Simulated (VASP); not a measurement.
**C: G0W0 quasiparticle levels with PBE**

The system is C.

```
C
1.0
     0.00000    1.78012    1.78012
     1.78012    0.00000    1.78012
     1.78012    1.78012    0.00000
C
2
Direct
  0.00000 0.00000 0.00000
  0.25000 0.25000 0.25000
```

```yaml
Program: VASP 6.6.1
Task: G0W0 quasiparticle levels
Functional: PBE
Potentials_or_basis: VASP PAW PBE potentials, release 64 (C_GW)
Cutoff: 500 eV
k_mesh: 8 × 8 × 8
Occupations: gaussian, width 0.01 eV
Spin: no spin polarisation
Dipole_correction: no
GW_scheme: G0W0
GW_iterations: 1
Cutoff_of_the_response_function: 100
Frequency_points: 48
Empty_bands: 30
Further_INCAR_settings: ALGO = EVGW0; EDIFF = 1e-08; NBANDS = 34
```

- Band gap on the k mesh, mean-field level: 4.15 eV, indirect (least direct gap 5.61 eV)
- Quasiparticle gap: 5.21 eV
- Least direct quasiparticle gap: 7.18 eV

Levels at points of the mesh, in eV from the valence-band top:
```csv
k point,band 1,band 2,band 3,band 4,band 5,band 6,band 7,band 8
"(0.00, 0.00, 0.00)",-21.55,0.00,0.00,0.00,5.61,5.61,5.61,13.45
"(0.50, 0.00, 0.00)",-15.74,-13.43,-2.81,-2.81,8.49,8.49,8.92,15.75
"(0.50, 0.50, 0.00)",-12.80,-12.80,-6.33,-6.33,4.77,4.77,16.90,16.90
```

It took 5 min on 1 thread of Intel Xeon 8259CL, on a shared host, peak memory 0.31 GiB.

Caveat: bands, screening cutoff and mesh are small and nothing is extrapolated, so the quasiparticle values aren't converged. A k mesh can miss the band edges.
